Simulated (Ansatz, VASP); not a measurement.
# Te2Mo in VASP and in Ansatz

POSCAR

```
Te2Mo
1.0
    6.3616090156      0.0000000000      0.0000000000
    0.0000000000      3.4804030600      0.0000000000
   -0.0857412231      0.0000000000     36.1758904685
Te Mo
4 2
Direct
    0.4292511000      0.7500000000      0.5407035800
    0.5707489000      0.2500000000      0.4592964200
    0.9208478700      0.2500000000      0.5565273200
    0.0791521300      0.7500000000      0.4434726800
    0.1813475600      0.2500000000      0.4974653700
    0.8186524400      0.7500000000      0.5025346300
```

Contents of INCAR.step1:

```
SYSTEM = Te2Mo
PREC = Accurate ; ENCUT = 520
ISMEAR = -1 ; SIGMA = 0.05
LREAL = .FALSE. ; LASPH = .TRUE.
NELM = 60 ; NBANDS = 35
GGA = PE ; ALGO = Normal
EDIFF = 1E-4 ; LWAVE = .TRUE.
LCHARG = .FALSE.
```

The input INCAR.step2:

```
SYSTEM = Te2Mo
PREC = Accurate ; ENCUT = 520
EDIFF = 1E-6 ; ISMEAR = -1
SIGMA = 0.05 ; LREAL = .FALSE.
LASPH = .TRUE. ; NELM = 60
ALGO = Normal ; ISIF = 2
LWAVE = .FALSE. ; LCHARG = .FALSE.
METAGGA = R2SCAN ; LMIXTAU = .TRUE.
NBANDS = 35 ; ISTART = 1
```

KPOINTS

```
regular mesh
0
G
  4 8 1
  0 0 0
```

The input input.yaml:

```yaml
crystal:
  lattice:
    - [6.3616090156, 0.0, 0.0]
    - [0.0, 3.48040306, 0.0]
    - [-0.0857412231, 0.0, 36.1758904685]
  atoms:
    - { symbol: Te, position: [0.4292511, 0.75, 0.54070358] }
    - { symbol: Te, position: [0.5707489, 0.25, 0.45929642] }
    - { symbol: Te, position: [0.92084787, 0.25, 0.55652732] }
    - { symbol: Te, position: [0.07915213, 0.75, 0.44347268] }
    - { symbol: Mo, position: [0.18134756, 0.25, 0.49746537] }
    - { symbol: Mo, position: [0.81865244, 0.75, 0.50253463] }
hamiltonian:
  xc: r2scan
  pseudopotentials: { kind: paw }
kpoints:
  mp_grid: { grid: [4, 8, 1] }
  band_path:
    path:
      - [[0.0, 0.0, 0.0], [0.0, 0.0, 0.5], [-0.4997944133, 0.0, 0.5067361864], [-0.5, 0.0, 0.5], [-0.5, 0.5, 0.5], [-0.5002055867, 0.5, 0.4932638136], [-0.5, 0.5, 0.0], [-0.5, 0.0, 0.0], [-0.5002055867, 0.0, 0.4932638136]]
      - [[-0.4997944133, 0.5, 0.5067361864], [0.0, 0.5, 0.5], [0.0, 0.5, 0.0]]
      - [[0.0, 0.0, 0.5], [0.0, 0.5, 0.5]]
    npoints: 14
scf:
  occupations: { method: fermi_dirac, width: 0.05 }
  n_extra_bands: 15
output:
  forces: true
  stress: true
  eigenvalues: true
  fatbands: false
```

Alike in both runs: functional r2SCAN; k mesh 4 × 8 × 1; occupations fermi-dirac, width 0.05 eV; no spin polarisation.

|  | VASP | Ansatz |
| --- | --- | --- |
| version | VASP 6.6.1 | Ansatz 0.2.0 |
| potentials or method | VASP PAW PBE potentials, release 64 (Te, Mo_sv) | Ansatz PAW |
| plane-wave cutoff (eV) | 520 | 500 |
| valence electrons in the cell | 52 | 92 |
| task | single point | band structure |

```tsv
	VASP	Ansatz	Ansatz less VASP
gap on the k mesh at the Fermi level (eV)	none	none	-
rms of the force components (eV/Å)	0.015	0.009	-0.0068
```

VASP's potentials were made for PBE, not for r2SCAN. Atom by atom the forces differ by 0.012 eV/Å (rms over components). A gap of «none» marks a metal or a gap that the smearing closes. VASP's potentials hold 52 valence electrons a cell and Ansatz's 92, so a difference there can come from the potentials and not from the codes.

Spin-orbit coupling is off throughout.
